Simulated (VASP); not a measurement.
# TiCo (Pm-3m) in VASP: settings compared

The runs below take TiCo through single point, relaxation of cell and atoms, with revPBE, RPBE.

Everything below comes from runs of VASP 6.6.1. Logs are shortened: lines on timing, memory, paths and dates and some standing lists are left out, and cuts for length are marked.

## (1) The cell of the first run

Symmetry: Pm-3m, No. 221, cubic system. The conventional cell has a = 3.004 Å, b = 3.004 Å, c = 3.004 Å, α = 90.00°, β = 90.00°, γ = 90.00°. Within 3.4 Å of Co (site symmetry m-3m) lie 8 Ti at 2.60 Å and 6 Co at 3.00 Å. Ti (site symmetry m-3m) has 8 Co at 2.60 Å and 6 Ti at 3.00 Å within 3.4 Å.

## (2) Single point, revPBE, collinear spin, ferromagnetic start

INCAR

```
SYSTEM = TiCo
PREC = Accurate
ENCUT = 520
EDIFF = 1E-6
ISMEAR = -1
SIGMA = 0.05
LREAL = .False.
LASPH = .True.
NELM = 150
ALGO = Normal
ISIF = 2
LWAVE = .False.
LCHARG = .False.
ISPIN = 2
MAGMOM = 2 1
LORBIT = 11
LMAXMIX = 4
GGA = RE
NBANDS = 22
```

KPOINTS

```
regular mesh
0
Gamma
  9 9 9
  0 0 0
```

POSCAR

```
TiCo
1.0
    3.0036824245      0.0000000000      0.0000000000
    0.0000000000      3.0036824245      0.0000000000
    0.0000000000      0.0000000000      3.0036824245
Co Ti
1 1
Direct
    0.5000000000      0.5000000000      0.5000000000
    0.0000000000      0.0000000000      0.0000000000
```

Potentials or basis: VASP PAW PBE potentials, release 64 (Co, Ti_sv).

Command:

```bash
cat potpaw_PBE.64/Co/POTCAR potpaw_PBE.64/Ti_sv/POTCAR > POTCAR
mpirun -np 1 vasp_std > vasp.out
```

OUTCAR:

```text
SYSTEM = TiCo
   PREC = Accurate
   ENCUT = 520
   EDIFF = 1E-6
   ISMEAR = -1
   LREAL = .False.
   LASPH = .True.
   NELM = 150
   ISIF = 2
   ISPIN = 2
   LORBIT = 11
   GGA = RE

 ion  position               nearest neighbor table
   1  0.500  0.500  0.500-   2 2.60   2 2.60   2 2.60   2 2.60   2 2.60   2 2.60   2 2.60   2 2.60

   2  0.000  0.000  0.000-   1 2.60   1 2.60   1 2.60   1 2.60   1 2.60   1 2.60   1 2.60   1 2.60

  LATTYP: Found a simple cubic cell.
 ALAT       =     3.0036824245

  Lattice vectors:

 A1 = (   3.0036824245,   0.0000000000,   0.0000000000)
 A2 = (   0.0000000000,   3.0036824245,   0.0000000000)
 A3 = (   0.0000000000,   0.0000000000,   3.0036824245)

Analysis of symmetry for initial positions (statically):
=====================================================================
 Subroutine PRICEL returns:
 Original cell was already a primitive cell.

 Routine SETGRP: Setting up the symmetry group for a
 simple cubic supercell.

 Subroutine GETGRP returns: Found 48 space group operations
 (whereof 48 operations were pure point group operations)
 out of a pool of 48 trial point group operations.

The static configuration has the point symmetry O_h .

Analysis of symmetry for dynamics (positions and initial velocities):
=====================================================================
 Subroutine PRICEL returns:
 Original cell was already a primitive cell.

 Routine SETGRP: Setting up the symmetry group for a
 simple cubic supercell.

 Subroutine GETGRP returns: Found 48 space group operations
 (whereof 48 operations were pure point group operations)
 out of a pool of 48 trial point group operations.

The dynamic configuration has the point symmetry O_h .

Analysis of structural, dynamic, and magnetic symmetry:
=====================================================================
 Subroutine PRICEL returns:
 Original cell was already a primitive cell.

 Routine SETGRP: Setting up the symmetry group for a
 simple cubic supercell.

 Subroutine GETGRP returns: Found 48 space group operations
 (whereof 48 operations were pure point group operations)
 out of a pool of 48 trial point group operations.

The overall configuration has the point symmetry O_h .

 Subroutine INISYM returns: Found 48 space group operations
 (whereof 48 operations are pure point group operations),
 and found     1 'primitive' translations

----------------------------------------------------------------------------------------

                                     Primitive cell

  volume of cell :      27.0995

  direct lattice vectors                    reciprocal lattice vectors
     3.003682425  0.000000000  0.000000000     0.332924677  0.000000000  0.000000000
     0.000000000  3.003682425  0.000000000     0.000000000  0.332924677  0.000000000
     0.000000000  0.000000000  3.003682425     0.000000000  0.000000000  0.332924677

  length of vectors
     3.003682425  3.003682425  3.003682425     0.332924677  0.332924677  0.332924677

  position of ions in fractional coordinates (direct lattice)
     0.500000000  0.500000000  0.500000000
     0.000000000  0.000000000  0.000000000

  ion indices of the primitive-cell ions
   primitive index   ion index
                 1           1
                 2           2

----------------------------------------------------------------------------------------

 KPOINTS: regular mesh

Automatic generation of k-mesh.
 Grid dimensions read from file:
 generate k-points for:    9    9    9

 Generating k-lattice:

  Cartesian coordinates                     Fractional coordinates (reciprocal lattice)
     0.036991631  0.000000000  0.000000000     0.111111111  0.000000000  0.000000000
     0.000000000  0.036991631  0.000000000     0.000000000  0.111111111  0.000000000
     0.000000000  0.000000000  0.036991631     0.000000000  0.000000000  0.111111111

  Length of vectors
     0.036991631  0.036991631  0.036991631

  Shift w.r.t. Gamma in fractional coordinates (k-lattice)
     0.000000000  0.000000000  0.000000000

 Subroutine IBZKPT returns following result:
 ===========================================

 Found     35 irreducible k-points:

 Following reciprocal coordinates:
            Coordinates               Weight
  0.000000  0.000000  0.000000      1.000000
  0.111111  0.000000  0.000000      6.000000
  0.222222  0.000000  0.000000      6.000000
  0.333333  0.000000  0.000000      6.000000
  0.444444  0.000000  0.000000      6.000000
  0.111111  0.111111  0.000000     12.000000
[... 16 lines left out ...]
  0.333333  0.333333  0.111111     24.000000
  0.444444  0.333333  0.111111     48.000000
 [... further k-points ...]
   k-points           NKPTS =     35   k-points in BZ     NKDIM =     35   number of bands    NBANDS=     22
   number of dos      NEDOS =    301   number of ions     NIONS =      2
   total plane-waves  NPLWV =  13824
   dimension x,y,z NGX =    24 NGY =   24 NGZ =   24
   dimension x,y,z NGXF=    48 NGYF=   48 NGZF=   48
   ions per type =               1   1
   NGX,Y,Z   is equivalent  to a cutoff of  13.28, 13.28, 13.28 a.u.
   NGXF,Y,Z  is equivalent  to a cutoff of  26.57, 26.57, 26.57 a.u.
 SYSTEM =  TiCo
   PREC   = accura    normal or accurate (medium, high low for compatibility)
   ISTART =      0    job   : 0-new  1-cont  2-samecut
   ICHARG =      2    charge: 1-file 2-atom 10-const
   ISPIN  =      2    spin polarized calculation?
   LNONCOLLINEAR =      F non collinear calculations
   LSORBIT =      F    spin-orbit coupling
   LASPH  =      T    aspherical Exc in radial PAW
   ENCUT  =  520.0 eV  38.22 Ry    6.18 a.u.   5.58  5.58  5.58*2*pi/ulx,y,z
   NELM   =    150;   NELMIN=  2; NELMDL= -5     # of ELM steps
   EDIFF  = 0.1E-05   stopping-criterion for ELM
   LREAL  =      F    real-space projection
   EDIFFG = 0.1E-04   stopping-criterion for IOM
   NSW    =      0    number of steps for IOM
   IBRION =     -1    ionic relax: 0-MD 1-quasi-New 2-CG
   NFREE  =      0    steps in history (QN), initial steepest desc. (CG)
   ISIF   =      2    stress and relaxation
   ISYM   =      2    0-nonsym 1-usesym 2-fastsym
   POTIM  = 0.5000    time-step for ionic-motion
   TEBEG  =    0.0;   TEEND  =   0.0 temperature during run
   PSTRESS=    0.0 pullay stress
   NELECT =      21.0000    total number of electrons
   NUPDOWN=      -1.0000    fix difference up-down
   EMIN   =  10.00;   EMAX   =-10.00  energy-range for DOS
   EFERMI =   0.00;   METHOD = LEGACY
   ISMEAR =    -1;   SIGMA  =   0.05  broadening in eV -4-tet -1-fermi 0-gaus
   EFERMI_NEDOS =   21; number of points for ismear=-14 and -15
   IALGO  =     38    algorithm
   IMIX   =      4    mixing-type and parameters
     AMIX     =   0.40;   BMIX     =  1.00
     AMIX_MAG =   1.60;   BMIX_MAG =  1.00
  volume/ion in A,a.u.               =      13.55        91.44
  Fermi-wavevector in a.u.,A,eV,Ry     =   1.503698  2.841577 30.764232  2.261107
  Thomas-Fermi vector in A             =   2.614774
   LORBIT       =     11    0 simple, 1 ext, 2 COOP (PROOUT), +10 PAW based schemes
   GGA     = RE    functional components
   LHFCALC =     F    Hartree Fock is set to
   AEXX    =    0.0000 exact exchange contribution
   IVDW    =     0    specifies the selected vdW correction
   LEPSILON=     F    determine dielectric tensor
   LRPA    =     F    only Hartree local field effects (RPA)
 spin polarized calculation
  energy-cutoff  :      520.00
  volume of cell :       27.10
 maximum number of plane-waves:       743
 NGX is ok and might be reduce to    24
   NGX = 11   NGY = 11   NGZ = 11

 number of electron      20.9999987 magnetization       0.8396238

 Free energy of the ion-electron system (eV)
  ---------------------------------------------------
  ext. energy  EPLUGINS =         0.00000000
  ---------------------------------------------------
  free energy    TOTEN  =       -14.92950045 eV

  energy without entropy =      -14.91238947  energy(sigma->0) =      -14.92094496

 E-fermi :   9.8079     XC(G=0): -12.4005

 val. band max:        9.7829827298   @ k =   0.3333   0.2222   0.0000
 cond. band min:       9.8107063257   @ k =   0.3333   0.3333   0.0000
 fundamental gap:      0.0277235959
 Fermi energy:         9.8079040245

 spin component 1

 k-point     1 :       0.0000    0.0000    0.0000
  band No.  band energies     occupation
      1     -47.4734      1.00000
      2     -23.5206      1.00000
      3     -23.5206      1.00000
      4     -23.5206      1.00000
      5       2.1885      1.00000
      6       5.6935      1.00000
[... 14 lines left out ...]
     21      28.8122      0.00000
     22      30.5907      0.00000
[... 552 lines left out ...]
  band No.  band energies     occupation
      1     -47.4225      1.00000
      2     -23.7547      1.00000
      3     -23.6901      1.00000
      4     -23.5115      1.00000
      5       5.6043      1.00000
      6       6.1883      1.00000
[... 14 lines left out ...]
     21      26.4210      0.00000
     22      29.3680      0.00000

 [... further k-points ...]

 spin component 2

 k-point     1 :       0.0000    0.0000    0.0000
  band No.  band energies     occupation
      1     -47.5011      1.00000
      2     -23.5496      1.00000
      3     -23.5496      1.00000
      4     -23.5496      1.00000
      5       2.1471      1.00000
      6       6.3844      1.00000
[... 14 lines left out ...]
     21      28.9582      0.00000
     22      30.4310      0.00000
[... 552 lines left out ...]
  band No.  band energies     occupation
      1     -47.4497      1.00000
      2     -23.7869      1.00000
      3     -23.7215      1.00000
      4     -23.5406      1.00000
      5       5.9097      1.00000
      6       6.4761      1.00000
[... 14 lines left out ...]
     21      26.4365      0.00000
     22      29.3079      0.00000

 [... further k-points ...]

------------------------ aborting loop because EDIFF is reached ----------------------------------------

  FORCE on cell =-STRESS in cart. coord.  units (eV):
  Direction    XX          YY          ZZ          XY          YZ          ZX
  --------------------------------------------------------------------------------------
  -------------------------------------------------------------------------------------
  Total       -0.0713879     -0.0713879     -0.0713879      0.0000000      0.0000000     -0.0000000
  in kB       -4.2205871     -4.2205871     -4.2205871      0.0000000      0.0000000     -0.0000000
  external PRESSURE =      -4.2205871 kB  Pullay stress =       0.0000000 kB

 VOLUME and BASIS-vectors are now :
 -----------------------------------------------------------------------------
  energy-cutoff  :      520.00
  volume of cell :       27.10
      direct lattice vectors                 reciprocal lattice vectors
     3.003682425  0.000000000  0.000000000     0.332924677  0.000000000  0.000000000
     0.000000000  3.003682425  0.000000000     0.000000000  0.332924677  0.000000000
     0.000000000  0.000000000  3.003682425     0.000000000  0.000000000  0.332924677

 POSITION                                       TOTAL-FORCE (eV/Angst)
 -----------------------------------------------------------------------------------
      1.50184      1.50184      1.50184         0.000000      0.000000      0.000000
      0.00000      0.00000      0.00000         0.000000      0.000000      0.000000
 -----------------------------------------------------------------------------------
    total drift:                                0.000000      0.000000     -0.000000

  FREE ENERGIE OF THE ION-ELECTRON SYSTEM (eV)
  ---------------------------------------------------
  free  energy   TOTEN  =       -14.9295004493 eV

  energy  without entropy=      -14.9123894673  energy(sigma->0) =      -14.92094496

 total charge

# of ion       s       p       d       tot
------------------------------------------
    1        0.519   0.451   7.288   8.258
    2        2.241   6.173   1.840  10.254
--------------------------------------------------
tot          2.760   6.625   9.128  18.513

 magnetization (x)

# of ion       s       p       d       tot
------------------------------------------
    1        0.026  -0.010   0.943   0.960
    2       -0.003  -0.016  -0.032  -0.051
--------------------------------------------------
tot          0.023  -0.026   0.911   0.908
```

It took 24 s on 1 thread of AMD EPYC 9R45 (Zen 5), shared host; peak memory 0.14 GiB.

Results:

```
Free energy                                           : -14.9295 eV
Pressure                                              : -0.4 GPa
Net moment                                            : 0.84 μB per cell
Site moments                                          : Co +0.96; Ti -0.05 μB
Valence electrons inside the program's atomic spheres : Co 8.26; Ti 10.25
```

Levels at points of the mesh, in eV from the Fermi level:
Spin up:
```tsv
k point	band 9	band 10	band 11	band 12	band 13	band 14
(0.00, 0.00, 0.00)	-1.88	-1.88	0.45	0.45	2.60	2.60
```
Spin down:
```
           k point  band 7  band 8  band 9  band 10  band 11  band 12  band 13  band 14
(0.00, 0.00, 0.00)   -3.42   -1.31   -1.31    -1.31     1.01     1.01     2.68     2.68
```

Caveat: the PAW data sets were made with another functional, which shifts forces and pressure a little.

## (3) Single point, RPBE, collinear spin, ferromagnetic start

This run uses another cell than the first one, of 13.66 Å³/atom, 1.008 times its volume.

INCAR

```
PREC = Accurate
ENCUT = 520
EDIFF = 1E-6
ISMEAR = -1
SIGMA = 0.05
LREAL = False
LASPH = True
NELM = 150
ALGO = Normal
ISIF = 2
LWAVE = False
LCHARG = False
ISPIN = 2
MAGMOM = 2 1
LORBIT = 11
LMAXMIX = 4
GGA = RP
NBANDS = 22
```

KPOINTS

```
regular mesh
0
Gamma
  9 9 9
```

POSCAR

```
TiCo
1.0
    3.0116846070      0.0000000000      0.0000000000
    0.0000000000      3.0116846070      0.0000000000
    0.0000000000      0.0000000000      3.0116846070
Co Ti
1 1
Direct
    0.5000000000      0.5000000000      0.5000000000
    0.0000000000      0.0000000000      0.0000000000
```

Potentials or basis: VASP PAW PBE potentials, release 64 (Co, Ti_sv).

Command:

```bash
cat potpaw_PBE.64/Co/POTCAR potpaw_PBE.64/Ti_sv/POTCAR > POTCAR
mpirun -np 1 vasp_std > vasp.out
```

OUTCAR:

```text
PREC = Accurate
   ENCUT = 520
   EDIFF = 1E-6
   ISMEAR = -1
   LREAL = False
   LASPH = True
   NELM = 150
   ISIF = 2
   ISPIN = 2
   LORBIT = 11
   GGA = RP

 ion  position               nearest neighbor table
   1  0.500  0.500  0.500-   2 2.61   2 2.61   2 2.61   2 2.61   2 2.61   2 2.61   2 2.61   2 2.61

   2  0.000  0.000  0.000-   1 2.61   1 2.61   1 2.61   1 2.61   1 2.61   1 2.61   1 2.61   1 2.61

  LATTYP: Found a simple cubic cell.
 ALAT       =     3.0116846070

  Lattice vectors:

[... 1415 lines left out ...]
  external PRESSURE =      -3.9074485 kB  Pullay stress =       0.0000000 kB

 VOLUME and BASIS-vectors are now :
 -----------------------------------------------------------------------------
  energy-cutoff  :      520.00
  volume of cell :       27.32
      direct lattice vectors                 reciprocal lattice vectors
     3.011684607  0.000000000  0.000000000     0.332040081  0.000000000  0.000000000
     0.000000000  3.011684607  0.000000000     0.000000000  0.332040081  0.000000000
     0.000000000  0.000000000  3.011684607     0.000000000  0.000000000  0.332040081

 POSITION                                       TOTAL-FORCE (eV/Angst)
 -----------------------------------------------------------------------------------
      1.50584      1.50584      1.50584         0.000000      0.000000      0.000000
      0.00000      0.00000      0.00000         0.000000      0.000000      0.000000
 -----------------------------------------------------------------------------------
    total drift:                                0.000000      0.000000     -0.000000

  FREE ENERGIE OF THE ION-ELECTRON SYSTEM (eV)
  ---------------------------------------------------
  free  energy   TOTEN  =       -14.7302764840 eV

  energy  without entropy=      -14.7131511736  energy(sigma->0) =      -14.72171383

 total charge

# of ion       s       p       d       tot
------------------------------------------
    1        0.516   0.448   7.281   8.245
    2        2.239   6.171   1.831  10.241
--------------------------------------------------
tot          2.755   6.619   9.112  18.486

 magnetization (x)

# of ion       s       p       d       tot
------------------------------------------
    1        0.027  -0.011   0.972   0.988
    2       -0.003  -0.017  -0.042  -0.063
--------------------------------------------------
tot          0.023  -0.028   0.930   0.925
```

stdout:

```text
POSCAR found type information on POSCAR CoTi
 POSCAR found :  2 types and       2 ions
 scaLAPACK will be used
 -----------------------------------------------------------------------------
|                                                                             |
|                                                                             |
|     You enforced a specific xc type in the INCAR file but a different       |
|     I HOPE YOU KNOW WHAT YOU ARE DOING!                                     |
|                                                                             |
 -----------------------------------------------------------------------------

 LDA part: xc-table for (Slater+PW92), standard interpolation
 POSCAR, INCAR and KPOINTS ok, starting setup
 FFT: planning ... GRIDC
 FFT: planning ... GRID_SOFT
 FFT: planning ... GRID
 WAVECAR not read
 entering main loop
```

Run time: 24 s. Hardware: 1 thread of AMD EPYC 9R45 (Zen 5), shared host; peak memory 0.14 GiB.

Results:

| Quantity | Value |
| --- | --- |
| Free energy | -14.7303 eV |
| Pressure | -0.4 GPa |
| Net moment | 0.85 μB per cell |
| Site moments | Co +0.99; Ti -0.06 μB |
| Valence electrons inside the program's atomic spheres | Co 8.24; Ti 10.24 |

Caveat: the PAW data sets were made with another functional, which shifts forces and pressure a little.

## (4) Relaxation of cell and atoms, revPBE, collinear spin, ferromagnetic start

This run uses another cell than the first one, of 13.31 Å³/atom, 0.983 times its volume.

INCAR

```
SYSTEM = TiCo
  ALGO = Normal
  EDIFF = 1E-7
  EDIFFG = -0.005
  ENCUT = 600
  GGA = RE
  IBRION = 2
  ISIF = 3
  ISMEAR = -1
  ISPIN = 2
  LASPH = .TRUE.
  LCHARG = .FALSE.
  LMAXMIX = 4
  LORBIT = 11
  LREAL = .FALSE.
  LWAVE = .FALSE.
  MAGMOM = 2 1
  NELM = 150
  NSW = 80
  PREC = Accurate
  SIGMA = 0.05
```

KPOINTS

```
k-points
0
G
  9 9 9
  0 0 0
```

POSCAR

```
TiCo
1.0
    2.9861109900      0.0000000000      0.0000000000
    0.0000000000      2.9861109900      0.0000000000
    0.0000000000      0.0000000000      2.9861109900
Co Ti
1 1
Direct
    0.5000000000      0.5000000000      0.5000000000
    0.0000000000      0.0000000000      0.0000000000
```

Command:

```bash
cat potpaw_PBE.64/Co/POTCAR potpaw_PBE.64/Ti_sv/POTCAR > POTCAR
mpirun -np 1 vasp_std > vasp.out
```

Run time: 54 s. Hardware: 1 thread of AMD EPYC 9R45 (Zen 5), shared host; peak memory 0.14 GiB.

The run converged. Its results:

```yaml
Free_energy: -14.9291 eV
Relaxed_volume: 13.50 Å³/atom
Relaxed_cell: a = 3.000 Å, b = 3.000 Å, c = 3.000 Å, α = 90.00°, β = 90.00°, γ = 90.00°
Space_group_after_relaxing_to_0.05_Å: Pm-3m (No. 221)
Energy_gained_by_relaxing: 1.3 meV/atom
Ionic_steps: 3
Pressure_after_relaxing: 0.0 GPa
Net_moment: 0.84 μB per cell
Site_moments: Co +0.95; Ti -0.05 μB
Valence_electrons_inside_the_program's_atomic_spheres: Co 8.26; Ti 10.26
```

Step by step:
| step | energy change (eV) | largest force (eV/Å) | pressure (GPa) | volume (Å³) |
| --- | --- | --- | --- | --- |
| 1 | 0.0000 | 0.0000 | 2.25 | 26.63 |
| 2 | -0.0006 | 0.0000 | -1.88 | 27.35 |
| 3 | -0.0026 | 0.0000 | 0.00 | 27.01 |

Final structure:
```
Co Ti
1.0
     3.00031    0.00000    0.00000
     0.00000    3.00031    0.00000
     0.00000    0.00000    3.00031
Co Ti
1 1
Direct
  0.50000 0.50000 0.50000
  0.00000 0.00000 0.00000
```

Levels at points of the mesh, in eV from the Fermi level:
Spin up:
| k point | band 7 | band 8 | band 9 | band 10 | band 11 | band 12 | band 13 | band 14 | band 15 | band 16 |
| --- | --- | --- | --- | --- | --- | --- | --- | --- | --- | --- |
| (0.00, 0.00, 0.00) | -4.13 | -1.88 | -1.88 | -1.88 | 0.46 | 0.46 | 2.61 | 2.61 | 2.61 | 8.82 |
Spin down:
```
           k point  band 7  band 8  band 9  band 10  band 11  band 12  band 13  band 14
(0.00, 0.00, 0.00)   -3.44   -1.32   -1.32    -1.32     1.01     1.01     2.69     2.69
```

Caveat: the PAW data sets were made with another functional, which shifts forces and pressure a little.

[end of part 1 of 2]
